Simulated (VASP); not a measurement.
Input of a VASP 6.6.1 run:

INCAR

```
SYSTEM = CsAg2
ALGO = Fast
EDIFF = 1E-6
ENCUT = 520
GGA = PE
ISIF = 2
ISMEAR = 0
LASPH = .TRUE.
LCHARG = .TRUE.
LELF = .TRUE.
LREAL = .FALSE.
LVHAR = .TRUE.
LWAVE = .FALSE.
NBANDS = 22
NELM = 100
PREC = Accurate
SIGMA = 0.1
```

File KPOINTS:

```
k-points
0
G
  12 12 8
  0 0 0
```

POSCAR

```
CsAg2
1.0
    4.7532713278      0.0000000283      0.0000000000
   -2.3766356884      4.1164537068      0.0000000000
    0.0000000000      0.0000000000      5.1751270020
Cs Ag
1 2
Direct
    0.0000000000      0.0000000000      0.5000000000
    0.3333333333      0.6666666667      0.0000000000
    0.6666666667      0.3333333333      0.0000000000
```

Potentials or basis: VASP PAW PBE potentials, release 64 (Cs_sv, Ag).

The run is started by

```console
$ cat potpaw_PBE.64/Cs_sv/POTCAR potpaw_PBE.64/Ag/POTCAR > POTCAR
$ mpirun -np 1 vasp_std > vasp.out
```

(1) Estimate the band gap on the k mesh.

(2) Predict the pressure.

Results:

(1) zero (an odd number of electrons rules out a gap without spin polarisation).

(2) 1.9 GPa.

Caveat: spin-orbit coupling is left out, which moves the levels of the heavy elements.
